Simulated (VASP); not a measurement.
# Cu (P6_3/mmc) in VASP: single point with PBE

Aim: the single point of Cu with PBE.

Program: VASP 6.6.1. These are calculated values, not measurements. Logs are shortened: lines on timing, memory, paths and dates and some standing lists are left out, and cuts for length are marked.

**1. The cell of the first run**

The structure is hexagonal, space group P6_3/mmc (No. 194). The conventional cell has a = 2.576 Å, b = 2.576 Å, c = 4.167 Å, α = 90.00°, β = 90.00°, γ = 120.00°. Cu (site symmetry -6m2) has 12 Cu at 2.56 to 2.58 Å within 3.4 Å.

**2. Single point, PBE**

Contents of INCAR:

```
SYSTEM = Cu
ALGO = Normal
EDIFF = 1E-6
ENCUT = 600
GGA = PE
GGA_COMPAT = .False.
ISIF = 2
ISMEAR = 0
LASPH = .True.
LCHARG = .False.
LREAL = .False.
LWAVE = .False.
NBANDS = 18
NELM = 120
PREC = Accurate
SIGMA = 0.05
```

Contents of KPOINTS:

```
k-points
0
Gamma
  8 8 6
  0 0 0
```

Contents of POSCAR:

```
Cu
1.0
    2.5757236709      0.0000000000      0.0000000000
   -1.2878618355      2.2306421321      0.0000000000
    0.0000000000      0.0000000000      4.1669394822
Cu
2
Direct
    0.3333333333      0.6666666667      0.7500000000
    0.6666666667      0.3333333333      0.2500000000
```

Potentials or basis: VASP PAW PBE potentials, release 64 (Cu).

Launch:

```bash
> cat potpaw_PBE.64/Cu/POTCAR > POTCAR
> mpirun -np 1 vasp_std > vasp.out
```

OUTCAR:

```text
SYSTEM = Cu
   EDIFF = 1E-6
   ENCUT = 600
   GGA = PE
   ISIF = 2
   ISMEAR = 0
   LASPH = .True.
   LREAL = .False.
   NELM = 120
   PREC = Accurate

 ion  position               nearest neighbor table
   1  0.333  0.667  0.750-   2 2.56   2 2.56   2 2.56   2 2.56   2 2.56   2 2.56
   2  0.667  0.333  0.250-   1 2.56   1 2.56   1 2.56   1 2.56   1 2.56   1 2.56

  LATTYP: Found a hexagonal cell.
 ALAT       =     2.5757236709
 C/A-ratio  =     1.6177742703

  Lattice vectors:

 A1 = (   2.5757236709,   0.0000000000,   0.0000000000)
 A2 = (  -1.2878618355,   2.2306421321,   0.0000000000)
 A3 = (   0.0000000000,   0.0000000000,   4.1669394822)

Analysis of symmetry for initial positions (statically):
=====================================================================
 Subroutine PRICEL returns:
 Original cell was already a primitive cell.

 Routine SETGRP: Setting up the symmetry group for a
 hexagonal supercell.

 Subroutine GETGRP returns: Found 24 space group operations
 (whereof 12 operations were pure point group operations)
 out of a pool of 24 trial point group operations.

The static configuration has the point symmetry D_3d.
 The point group associated with its full space group is D_6h.

Analysis of symmetry for dynamics (positions and initial velocities):
=====================================================================
 Subroutine PRICEL returns:
 Original cell was already a primitive cell.

 Routine SETGRP: Setting up the symmetry group for a
 hexagonal supercell.

 Subroutine GETGRP returns: Found 24 space group operations
 (whereof 12 operations were pure point group operations)
 out of a pool of 24 trial point group operations.

The dynamic configuration has the point symmetry D_3d.
 The point group associated with its full space group is D_6h.

 Subroutine INISYM returns: Found 24 space group operations
 (whereof 12 operations are pure point group operations),
 and found     1 'primitive' translations

----------------------------------------------------------------------------------------

                                     Primitive cell

  volume of cell :      23.9412

  direct lattice vectors                    reciprocal lattice vectors
     2.575723671  0.000000000  0.000000000     0.388240405  0.224150702  0.000000000
    -1.287861835  2.230642132  0.000000000     0.000000000  0.448301404  0.000000000
     0.000000000  0.000000000  4.166939482     0.000000000  0.000000000  0.239984287

  length of vectors
     2.575723671  2.575723671  4.166939482     0.448301404  0.448301404  0.239984287

  position of ions in fractional coordinates (direct lattice)
     0.333333333  0.666666667  0.750000000
     0.666666667  0.333333333  0.250000000

  ion indices of the primitive-cell ions
   primitive index   ion index
                 1           1
                 2           2

----------------------------------------------------------------------------------------

 KPOINTS: k-points

Automatic generation of k-mesh.
 Grid dimensions read from file:
 generate k-points for:    8    8    6

 Generating k-lattice:

  Cartesian coordinates                     Fractional coordinates (reciprocal lattice)
     0.048530051  0.028018838  0.000000000     0.125000000  0.000000000  0.000000000
     0.000000000  0.056037676  0.000000000     0.000000000  0.125000000  0.000000000
     0.000000000  0.000000000  0.039997381     0.000000000  0.000000000  0.166666667

  Length of vectors
     0.056037676  0.056037676  0.039997381

  Shift w.r.t. Gamma in fractional coordinates (k-lattice)
     0.000000000  0.000000000  0.000000000

 Subroutine IBZKPT returns following result:
 ===========================================

 Found     40 irreducible k-points:

 Following reciprocal coordinates:
            Coordinates               Weight
  0.000000  0.000000  0.000000      1.000000
  0.125000  0.000000  0.000000      6.000000
  0.250000  0.000000  0.000000      6.000000
  0.375000  0.000000  0.000000      6.000000
  0.500000  0.000000  0.000000      3.000000
  0.125000  0.125000  0.000000      6.000000
[... 16 lines left out ...]
  0.250000  0.000000  0.333333     12.000000
  0.375000  0.000000  0.333333     12.000000
 [... further k-points ...]
   k-points           NKPTS =     40   k-points in BZ     NKDIM =     40   number of bands    NBANDS=     18
   number of dos      NEDOS =    301   number of ions     NIONS =      2
   total plane-waves  NPLWV =  20736
   dimension x,y,z NGX =    24 NGY =   24 NGZ =   36
   dimension x,y,z NGXF=    48 NGYF=   48 NGZF=   72
   ions per type =               2
   NGX,Y,Z   is equivalent  to a cutoff of  15.49, 15.49, 14.36 a.u.
   NGXF,Y,Z  is equivalent  to a cutoff of  30.98, 30.98, 28.73 a.u.
 SYSTEM =  Cu
   PREC   = accura    normal or accurate (medium, high low for compatibility)
   ISTART =      0    job   : 0-new  1-cont  2-samecut
   ICHARG =      2    charge: 1-file 2-atom 10-const
   ISPIN  =      1    spin polarized calculation?
   LNONCOLLINEAR =      F non collinear calculations
   LSORBIT =      F    spin-orbit coupling
   LASPH  =      T    aspherical Exc in radial PAW
   ENCUT  =  600.0 eV  44.10 Ry    6.64 a.u.   5.14  5.14  8.32*2*pi/ulx,y,z
   NELM   =    120;   NELMIN=  2; NELMDL= -5     # of ELM steps
   EDIFF  = 0.1E-05   stopping-criterion for ELM
   LREAL  =      F    real-space projection
   EDIFFG = 0.1E-04   stopping-criterion for IOM
   NSW    =      0    number of steps for IOM
   IBRION =     -1    ionic relax: 0-MD 1-quasi-New 2-CG
   NFREE  =      0    steps in history (QN), initial steepest desc. (CG)
   ISIF   =      2    stress and relaxation
   ISYM   =      2    0-nonsym 1-usesym 2-fastsym
   POTIM  = 0.5000    time-step for ionic-motion
   TEBEG  =    0.0;   TEEND  =   0.0 temperature during run
   PSTRESS=    0.0 pullay stress
   NELECT =      22.0000    total number of electrons
   NUPDOWN=      -1.0000    fix difference up-down
   EMIN   =  10.00;   EMAX   =-10.00  energy-range for DOS
   EFERMI =   0.00;   METHOD = LEGACY
   ISMEAR =     0;   SIGMA  =   0.05  broadening in eV -4-tet -1-fermi 0-gaus
   EFERMI_NEDOS =   21; number of points for ismear=-14 and -15
   IALGO  =     38    algorithm
   IMIX   =      4    mixing-type and parameters
     AMIX     =   0.40;   BMIX     =  1.00
     AMIX_MAG =   1.60;   BMIX_MAG =  1.00
  volume/ion in A,a.u.               =      11.97        80.78
  Fermi-wavevector in a.u.,A,eV,Ry     =   1.591599  3.007686 34.466098  2.533187
  Thomas-Fermi vector in A             =   2.690114
   LORBIT       =      0    0 simple, 1 ext, 2 COOP (PROOUT), +10 PAW based schemes
   GGA     = PE    functional components
   LHFCALC =     F    Hartree Fock is set to
   AEXX    =    0.0000 exact exchange contribution
   IVDW    =     0    specifies the selected vdW correction
   LEPSILON=     F    determine dielectric tensor
   LRPA    =     F    only Hartree local field effects (RPA)
 non-spin polarized calculation
 Gauss-broadening in eV      SIGMA  =   0.05
  energy-cutoff  :      600.00
  volume of cell :       23.94
 maximum number of plane-waves:       808
 NGX is ok and might be reduce to    24
   NGX = 11   NGY = 11   NGZ = 17

 number of electron      22.0000020 magnetization

 Free energy of the ion-electron system (eV)
  ---------------------------------------------------
  ext. energy  EPLUGINS =         0.00000000
  ---------------------------------------------------
  free energy    TOTEN  =        -7.41249495 eV

  energy without entropy =       -7.41082244  energy(sigma->0) =       -7.41165870

 E-fermi :   7.3797     XC(G=0): -12.6480

 val. band max:        7.3185648099   @ k =   0.5000   0.0000   0.1667
 cond. band min:       7.4008595207   @ k =   0.5000   0.0000   0.0000
 fundamental gap:      0.0822947107
 Fermi energy:         7.3796675878

 k-point     1 :       0.0000    0.0000    0.0000
  band No.  band energies     occupation
      1      -1.8301      2.00000
      2       2.4351      2.00000
      3       4.4602      2.00000
      4       4.4876      2.00000
      5       4.4876      2.00000
      6       4.6971      2.00000
[... 10 lines left out ...]
     17      30.4586      0.00000
     18      30.4586      0.00000

 k-point     2 :       0.1250    0.0000    0.0000
  band No.  band energies     occupation
      1      -1.3368      2.00000
      2       2.7000      2.00000
      3       4.2300      2.00000
      4       4.5942      2.00000
      5       4.6140      2.00000
      6       4.6610      2.00000
[... 10 lines left out ...]
     17      30.7352      0.00000
     18      31.8322      0.00000

 k-point     3 :       0.2500    0.0000    0.0000
  band No.  band energies     occupation
      1       0.0555      2.00000
      2       3.1564      2.00000
      3       3.8033      2.00000
      4       4.0046      2.00000
      5       4.4674      2.00000
      6       4.6346      2.00000
[... 10 lines left out ...]
     17      25.5723      0.00000
     18      27.6233      0.00000

 k-point     4 :       0.3750    0.0000    0.0000
  band No.  band energies     occupation
      1       1.8550      2.00000
      2       3.0990      2.00000
      3       3.3181      2.00000
      4       4.1158      2.00000
      5       4.4535      2.00000
      6       4.5981      2.00000
[... 375 lines left out ...]
      4       4.2634      2.00000
      5       4.2992      2.00000
      6       4.5376      2.00000
[... 10 lines left out ...]
     17      26.9317      0.00000
     18      28.4717      0.00000

 k-point    23 :       0.2500    0.0000    0.3333
  band No.  band energies     occupation
      1       0.9014      2.00000
      2       2.7085      2.00000
      3       3.6555      2.00000
      4       4.0679      2.00000
      5       4.2707      2.00000
      6       4.6320      2.00000
[... 10 lines left out ...]
     17      25.7337      0.00000
     18      27.1228      0.00000

 k-point    24 :       0.3750    0.0000    0.3333
  band No.  band energies     occupation
      1       2.2033      2.00000
      2       2.8949      2.00000
      3       3.5304      2.00000
      4       3.8545      2.00000
      5       4.7243      2.00000
      6       4.7296      2.00000
[... 10 lines left out ...]
     17      25.7664      0.00000
     18      25.9314      0.00000

 [... further k-points ...]
[... 5 lines left out ...]
  --------------------------------------------------------------------------------------
  -------------------------------------------------------------------------------------
  Total        0.1409155      0.1409155      0.1155820     -0.0000000      0.0000000      0.0000000
  in kB        9.4302479      9.4302479      7.7348919     -0.0000000      0.0000000      0.0000000
  external PRESSURE =       8.8651292 kB  Pullay stress =       0.0000000 kB

 VOLUME and BASIS-vectors are now :
 -----------------------------------------------------------------------------
  energy-cutoff  :      600.00
  volume of cell :       23.94
      direct lattice vectors                 reciprocal lattice vectors
     2.575723671  0.000000000  0.000000000     0.388240405  0.224150702  0.000000000
    -1.287861835  2.230642132  0.000000000     0.000000000  0.448301404  0.000000000
     0.000000000  0.000000000  4.166939482     0.000000000  0.000000000  0.239984287

 POSITION                                       TOTAL-FORCE (eV/Angst)
 -----------------------------------------------------------------------------------
     -0.00000      1.48709      3.12520         0.000000     -0.000000      0.000000
      1.28786      0.74355      1.04173        -0.000000      0.000000     -0.000000
 -----------------------------------------------------------------------------------
    total drift:                               -0.000000      0.000000     -0.000000

  FREE ENERGIE OF THE ION-ELECTRON SYSTEM (eV)
  ---------------------------------------------------
  free  energy   TOTEN  =        -7.4124949528 eV

  energy  without entropy=       -7.4108224448  energy(sigma->0) =       -7.41165870
```

Run time: 22 s. Hardware: 1 thread of Intel Xeon 8259CL, shared host; peak memory 0.16 GiB.

Results:

```yaml
Free_energy: -7.4125 eV
Pressure: 0.9 GPa
Band_gap_on_the_k_mesh: zero (band 11 reaches 10.45 eV, above the bottom of band 12 at 5.48 eV)
```

Levels at points of the mesh, in eV from the Fermi level:
| k point | band 8 | band 9 | band 10 | band 11 | band 12 | band 13 | band 14 | band 15 |
| --- | --- | --- | --- | --- | --- | --- | --- | --- |
| (0.00, 0.00, 0.00) | -2.44 | -2.44 | -1.68 | -1.68 | -0.84 | 3.86 | 21.16 | 21.37 |
| (0.50, 0.00, 0.00) | -1.61 | -1.54 | -1.51 | 0.02 | 1.53 | 7.77 | 8.16 | 10.67 |
| (0.00, 0.00, 0.50) | -2.94 | -1.90 | -1.90 | -1.90 | -1.90 | 12.61 | 12.61 | 21.85 |
| (0.50, 0.00, 0.50) | -1.84 | -1.54 | -1.54 | 0.54 | 0.54 | 4.78 | 4.78 | 15.90 |
